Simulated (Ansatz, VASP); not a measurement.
Cu in VASP and in Ansatz

INCAR

```
SYSTEM = Cu
PREC = Accurate
ENCUT = 520
EDIFF = 1E-7
ISMEAR = -1
SIGMA = 0.05
LREAL = .False.
LASPH = .True.
NELM = 100
ALGO = Normal
ISIF = 2
LWAVE = .False.
LCHARG = .False.
GGA = PS
NBANDS = 18
```

Contents of KPOINTS:

```
Automatic mesh
0
Gamma
  11 11 11
  0 0 0
```

POSCAR

```
Cu
1.0
    1.2265332211     -4.0027124071      0.0000000000
    1.2265332211      4.0027124071      0.0000000000
    0.0000000000      0.0000000000      2.4918900114
Cu
2
Direct
    0.8661333500      0.1338666500      0.7500000000
    0.1338666500      0.8661333500      0.2500000000
```

input.yaml

```yaml
crystal:
  lattice:
    - [1.2265332211, -4.0027124071, 0.0]
    - [1.2265332211, 4.0027124071, 0.0]
    - [0.0, 0.0, 2.4918900114]
  atoms:
    - { symbol: Cu, position: [0.86613335, 0.13386665, 0.75] }
    - { symbol: Cu, position: [0.13386665, 0.86613335, 0.25] }
hamiltonian:
  xc: pbesol
  pseudopotentials: { kind: paw }
kpoints:
  mp_grid: { grid: [11, 11, 11] }
scf:
  occupations: { method: fermi_dirac, width: 0.05 }
output:
  forces: true
  stress: true
  eigenvalues: true
  write_density: true
  write_potential: true
  elf: true
  volumetric_format: npy
```

Alike in both runs: task single point; functional PBEsol; k mesh 11 × 11 × 11; occupations fermi-dirac, width 0.05 eV; no spin polarisation.

|  | VASP | Ansatz |
| --- | --- | --- |
| version | VASP 6.6.1 | Ansatz 0.2.0 |
| potentials or method | VASP PAW PBE potentials, release 64 (Cu) | Ansatz PAW |
| plane-wave cutoff (eV) | 520 | 420 |
| valence electrons in the cell | 22 | 38 |

```csv
,VASP,Ansatz,Ansatz less VASP
gap on the k mesh at the Fermi level (eV),none,none,-
pressure (GPa),-3.7,-4.3,-0.62
"traceless stress, the component that is largest in VASP (GPa)",-0.66,-0.72,-0.057
rms of the force components (eV/Å),0.014,0.017,+0.0022
```

VASP's potentials were made for PBE, not for PBEsol. Atom by atom the forces differ by 0.002 eV/Å (rms over components). A gap of «none» marks a metal or a gap that the smearing closes. VASP's potentials hold 22 valence electrons a cell and Ansatz's 38, so a difference there can come from the potentials and not from the codes.
